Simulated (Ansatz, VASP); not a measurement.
One calculation of Ba3Si, two programs

```
Ba Si
1.0
     5.38762    0.00000    0.00000
     0.00000    5.38762    0.00000
     0.00000    0.00000    5.38762
Ba Si
3 1
Direct
  0.00000 0.50000 0.50000
  0.50000 0.00000 0.50000
  0.50000 0.50000 0.00000
  0.00000 0.00000 0.00000
```

Alike in both runs: functional PBE; k mesh 10 × 10 × 10; occupations gaussian, width 0.1 eV; no spin polarisation.

Ansatz relaxed the structure, and its values are those at the end. VASP's run is a single point on that final structure, the one shown.

|  | VASP | Ansatz |
| --- | --- | --- |
| version | VASP 6.6.1 | Ansatz 0.2.0 |
| potentials or method | VASP PAW PBE potentials, release 64 (Ba_sv, Si), cutoff 520 eV | scalar-relativistic, plane waves, PAW |
| valence electrons in the cell | 34 | 34 |

```csv
,VASP,Ansatz,Ansatz less VASP
gap on the k mesh at the Fermi level (eV),none,none,-
pressure (GPa),0.4,0.0,-0.40
```

A gap of «none» marks a metal or a gap that the smearing closes.

Neither program's run includes spin-orbit coupling.
